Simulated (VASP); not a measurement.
# Sr3Ti2O3: relaxation of cell and atoms with PBE

Sr3Ti2O3:

```xyz
8
Lattice="5.9735 0.0000 0.0000 -2.9868 5.1732 0.0000 0.0000 0.0000 5.3516" Properties=species:S:1:pos:R:3 pbc="T T T"
Sr    2.9868    0.0000    2.6758
Sr   -1.4934    2.5866    2.6758
Sr    1.4934    2.5866    2.6758
Ti    0.0000    3.4488    0.0000
Ti    2.9868    1.7244    0.0000
O     2.9868    0.0000    0.0000
O    -1.4934    2.5866    0.0000
O     1.4934    2.5866    0.0000
```

The cell was built from a structure type or drawn by symmetry, and may not be a known phase.

| Quantity | Value |
| --- | --- |
| Program | VASP 6.6.1 |
| Task | relaxation of cell and atoms |
| Functional | PBE |
| Potentials or basis | VASP PAW PBE potentials, release 64 (Sr_sv, Ti_sv, O) |
| Cutoff | 600 eV |
| k mesh | 3 × 3 × 3 |
| Occupations | gaussian, width 0.2 eV |
| Spin | collinear spin |
| Starting moments | [0.0, 0.0, 0.0, 1.0, 1.0, 0.0, 0.0, 0.0] μB |
| Dipole correction | no |
| Further INCAR settings | ALGO = Normal; EDIFF = 1e-06; IBRION = 2; EDIFFG = -0.08; NSW = 36; ISIF = 3 |

```json
{"Relaxed volume": "27.01 Å³/atom", "Relaxed cell": "a = 6.798 Å, b = 6.798 Å, c = 5.398 Å, α = 90.00°, β = 90.00°, γ = 120.00°", "Space group after relaxing (to 0.1 Å)": "P6/mmm (No. 191)", "Energy gained by relaxing": "523.4 meV/atom", "Ionic steps": "6", "Pressure after relaxing": "0.1 GPa", "Band gap on the k mesh": "zero (filled and empty bands overlap)", "Net moment": "0.03 μB per cell", "Valence electrons inside the program's atomic spheres": "Sr 8.10; Ti 10.28; O 4.99"}
```

Stress tensor (GPa, compression positive):
```
 0.10  0.00  0.00
 0.00  0.10  0.00
 0.00  0.00 -0.02
```

Step by step:
```tsv
step	energy change (eV)	largest force (eV/Å)	pressure (GPa)	volume (Å³)
1	0.0000	0.0000	26.75	165.38
2	-3.0902	0.0000	-6.63	260.63
3	-4.1642	0.0000	-0.01	218.19
4	-4.1650	0.0000	-0.41	219.73
5	-4.1788	0.0000	-0.25	218.25
6	-4.1873	0.0000	0.06	216.07
```

Final structure:
```yaml
crystal:
  lattice:
    - [6.79830, 0.00000, 0.00000]
    - [-3.39915, 5.88750, 0.00000]
    - [0.00000, 0.00000, 5.39833]
  atoms:
    - { symbol: Sr, position: [0.50000, 0.00000, 0.50000] }
    - { symbol: Sr, position: [0.00000, 0.50000, 0.50000] }
    - { symbol: Sr, position: [0.50000, 0.50000, 0.50000] }
    - { symbol: Ti, position: [0.33333, 0.66667, 0.00000] }
    - { symbol: Ti, position: [0.66667, 0.33333, 0.00000] }
    - { symbol: O, position: [0.50000, 0.00000, 0.00000] }
    - { symbol: O, position: [0.00000, 0.50000, 0.00000] }
    - { symbol: O, position: [0.50000, 0.50000, 0.00000] }
```

Levels at points of the mesh, in eV from the Fermi level:
Spin up:
| k point | band 31 | band 32 | band 33 | band 34 | band 35 | band 36 | band 37 | band 38 | band 39 | band 40 |
| --- | --- | --- | --- | --- | --- | --- | --- | --- | --- | --- |
| (0.00, 0.00, 0.00) | -4.55 | -3.84 | -3.03 | -0.80 | -0.38 | -0.38 | -0.27 | -0.21 | 0.10 | 0.10 |
Spin down:
```tsv
k point	band 31	band 32	band 33	band 34	band 35	band 36	band 37	band 38	band 39	band 40
(0.00, 0.00, 0.00)	-4.55	-3.84	-3.03	-0.79	-0.37	-0.37	-0.26	-0.20	0.11	0.11
```

Run time: 21 min on 1 thread of AMD EPYC 7R13, on a shared host, peak memory 0.44 GiB.

Caveat: the k points lie up to 0.39 Å⁻¹ apart in the final cell; the volume moved by over 15 % at a fixed basis, so the end points are rough.
